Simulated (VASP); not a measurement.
# InSb (I-4m2) in VASP: single point with PBE

Aim: the single point of InSb with PBE.

All numbers are computed with VASP 6.6.1; they aren't measurements. Logs are shortened: lines on timing, memory, paths and dates and some standing lists are left out, and cuts for length are marked.

## (1) The cell of the first run

Symmetry: I-4m2, No. 119, tetragonal system. The conventional cell has a = 4.512 Å, b = 4.512 Å, c = 6.284 Å, α = 90.00°, β = 90.00°, γ = 90.00°. Within 3.6 Å of In (site symmetry -4m2) lie 4 Sb at 2.75 Å. Sb (site symmetry -4m2) has 4 In at 2.75 Å within 3.6 Å.

## (2) Single point, PBE (strain -0.015 along x and y, -0.030 along z)

File INCAR:

```
SYSTEM = InSb
PREC = Accurate ; ENCUT = 520
EDIFF = 1E-6 ; ISMEAR = 0
SIGMA = 0.15 ; LREAL = .False.
LASPH = .True. ; NELM = 80
ALGO = Normal ; ISIF = 2
LWAVE = .False. ; LCHARG = .False.
GGA = PE ; NBANDS = 16
```

File KPOINTS:

```
Automatic mesh
0
Gamma
  12 12 12
  0 0 0
```

File POSCAR:

```
InSb
1.0
    0.0000000000      3.1905135000      3.1419270000
    3.1905135000      0.0000000000      3.1419270000
    3.1905135000      3.1905135000      0.0000000000
In Sb
1 1
Direct
    0.0000000000      0.0000000000      0.0000000000
    0.7500000000      0.7500000000      0.7500000000
```

Potentials or basis: VASP PAW PBE potentials, release 64 (In_d, Sb).

Launch:

```console
cat potpaw_PBE.64/In_d/POTCAR potpaw_PBE.64/Sb/POTCAR > POTCAR
mpirun -np 1 vasp_std > vasp.out
```

OUTCAR:

```text
SYSTEM = InSb
   PREC = Accurate
   ENCUT = 520
   EDIFF = 1E-6
   ISMEAR = 0
   LREAL = .False.
   LASPH = .True.
   NELM = 80
   ISIF = 2
   GGA = PE

 ion  position               nearest neighbor table
   1  0.000  0.000  0.000-   2 2.75   2 2.75   2 2.75   2 2.75
   2  0.750  0.750  0.750-   1 2.75   1 2.75   1 2.75   1 2.75

  LATTYP: Found a body centered tetragonal cell.
 ALAT       =     4.5120674626
 C/A-ratio  =     1.3926773152

  Lattice vectors:

 A1 = (   0.0000000000,  -3.1905135000,  -3.1419270000)
 A2 = (   0.0000000000,   3.1905135000,  -3.1419270000)
 A3 = (   3.1905135000,   0.0000000000,   3.1419270000)

Analysis of symmetry for initial positions (statically):
=====================================================================
 Subroutine PRICEL returns:
 Original cell was already a primitive cell.

 Routine SETGRP: Setting up the symmetry group for a
 body centered tetragonal supercell.

 Subroutine GETGRP returns: Found  8 space group operations
 (whereof  8 operations were pure point group operations)
 out of a pool of 16 trial point group operations.

The static configuration has the point symmetry D_2d.

Analysis of symmetry for dynamics (positions and initial velocities):
=====================================================================
 Subroutine PRICEL returns:
 Original cell was already a primitive cell.

 Routine SETGRP: Setting up the symmetry group for a
 body centered tetragonal supercell.

 Subroutine GETGRP returns: Found  8 space group operations
 (whereof  8 operations were pure point group operations)
 out of a pool of 16 trial point group operations.

The dynamic configuration has the point symmetry D_2d.

 Subroutine INISYM returns: Found  8 space group operations
 (whereof  8 operations are pure point group operations),
 and found     1 'primitive' translations

----------------------------------------------------------------------------------------

                                     Primitive cell

  volume of cell :      63.9657

  direct lattice vectors                    reciprocal lattice vectors
     0.000000000  3.190513500  3.141927000    -0.156714585  0.156714585  0.159138007
     3.190513500  0.000000000  3.141927000     0.156714585 -0.156714585  0.159138007
     3.190513500  3.190513500  0.000000000     0.156714585  0.156714585 -0.159138007

  length of vectors
     4.477843417  4.477843417  4.512067463     0.272843962  0.272843962  0.272843962

  position of ions in fractional coordinates (direct lattice)
     0.000000000  0.000000000  0.000000000
[... 80 lines left out ...]
   EDIFFG = 0.1E-04   stopping-criterion for IOM
   NSW    =      0    number of steps for IOM
   IBRION =     -1    ionic relax: 0-MD 1-quasi-New 2-CG
   NFREE  =      0    steps in history (QN), initial steepest desc. (CG)
   ISIF   =      2    stress and relaxation
   ISYM   =      2    0-nonsym 1-usesym 2-fastsym
   POTIM  = 0.5000    time-step for ionic-motion
   TEBEG  =    0.0;   TEEND  =   0.0 temperature during run
   PSTRESS=    0.0 pullay stress
   NELECT =      18.0000    total number of electrons
   NUPDOWN=      -1.0000    fix difference up-down
   EMIN   =  10.00;   EMAX   =-10.00  energy-range for DOS
   EFERMI =   0.00;   METHOD = LEGACY
   ISMEAR =     0;   SIGMA  =   0.15  broadening in eV -4-tet -1-fermi 0-gaus
   EFERMI_NEDOS =   21; number of points for ismear=-14 and -15
   IALGO  =     38    algorithm
   IMIX   =      4    mixing-type and parameters
     AMIX     =   0.40;   BMIX     =  1.00
     AMIX_MAG =   1.60;   BMIX_MAG =  1.00
  volume/ion in A,a.u.               =      31.98       215.83
  Fermi-wavevector in a.u.,A,eV,Ry     =   1.072795  2.027288 15.658785  1.150888
  Thomas-Fermi vector in A             =   2.208575
   LORBIT       =      0    0 simple, 1 ext, 2 COOP (PROOUT), +10 PAW based schemes
   GGA     = PE    functional components
   LHFCALC =     F    Hartree Fock is set to
   AEXX    =    0.0000 exact exchange contribution
   IVDW    =     0    specifies the selected vdW correction
   LEPSILON=     F    determine dielectric tensor
   LRPA    =     F    only Hartree local field effects (RPA)
 non-spin polarized calculation
 Gauss-broadening in eV      SIGMA  =   0.15
  energy-cutoff  :      520.00
  volume of cell :       63.97
 maximum number of plane-waves:      1755
 NGX is ok and might be reduce to    36
   NGX = 17   NGY = 17   NGZ = 17

 number of electron      18.0000006 magnetization

 Free energy of the ion-electron system (eV)
  ---------------------------------------------------
  ext. energy  EPLUGINS =         0.00000000
  ---------------------------------------------------
  free energy    TOTEN  =        -6.78552722 eV

  energy without entropy =       -6.78536036  energy(sigma->0) =       -6.78544379

 E-fermi :   5.9312     XC(G=0):  -8.9509

 val. band max:        5.8300416084   @ k =   0.0000   0.0000   0.0000
 cond. band min:       5.9442696813   @ k =   0.0000   0.0000   0.0000
 fundamental gap:      0.1142280729
 Fermi energy:         5.9312430153

 k-point     1 :       0.0000    0.0000    0.0000
  band No.  band energies     occupation
      1      -8.9774      2.00000
      2      -8.9774      2.00000
      3      -8.9743      2.00000
      4      -8.8733      2.00000
      5      -8.8718      2.00000
      6      -5.3483      2.00000
[... 433 lines left out ...]
      3      -8.9462      2.00000
      4      -8.8765      2.00000
      5      -8.8698      2.00000
      6      -3.6477      2.00000
[... 8 lines left out ...]
     15      14.1573      0.00000
     16      14.5198      0.00000

 [... further k-points ...]

------------------------ aborting loop because EDIFF is reached ----------------------------------------

  FORCE on cell =-STRESS in cart. coord.  units (eV):
  Direction    XX          YY          ZZ          XY          YZ          ZX
  --------------------------------------------------------------------------------------
  -------------------------------------------------------------------------------------
  Total        2.6164732      2.6164732      2.7580739      0.0000000      0.0000000     -0.0000000
  in kB       65.5359513     65.5359513     69.0826880      0.0000000      0.0000000     -0.0000000
  external PRESSURE =      66.7181969 kB  Pullay stress =       0.0000000 kB

 VOLUME and BASIS-vectors are now :
 -----------------------------------------------------------------------------
  energy-cutoff  :      520.00
  volume of cell :       63.97
      direct lattice vectors                 reciprocal lattice vectors
     0.000000000  3.190513500  3.141927000    -0.156714585  0.156714585  0.159138007
     3.190513500  0.000000000  3.141927000     0.156714585 -0.156714585  0.159138007
     3.190513500  3.190513500  0.000000000     0.156714585  0.156714585 -0.159138007

 POSITION                                       TOTAL-FORCE (eV/Angst)
 -----------------------------------------------------------------------------------
      0.00000      0.00000      0.00000         0.000000      0.000000     -0.000000
      4.78577      4.78577      4.71289        -0.000000     -0.000000      0.000000
 -----------------------------------------------------------------------------------
    total drift:                               -0.000000     -0.000000      0.000001

  FREE ENERGIE OF THE ION-ELECTRON SYSTEM (eV)
  ---------------------------------------------------
  free  energy   TOTEN  =        -6.7855272226 eV

  energy  without entropy=       -6.7853603582  energy(sigma->0) =       -6.78544379
```

Run time: 2.9 min. Hardware: 1 thread of AMD EPYC 7R13 (Zen 3), shared host; peak memory 0.3 GiB.

Results:

```
Free energy            : -6.7855 eV
Pressure               : 6.7 GPa
Band gap on the k mesh : 0.11 eV, direct
```

Caveat: the cell differs from its parent crystal (strain -0.015 along x and y, -0.030 along z); spin-orbit coupling is left out, which moves the levels of the heavy elements.
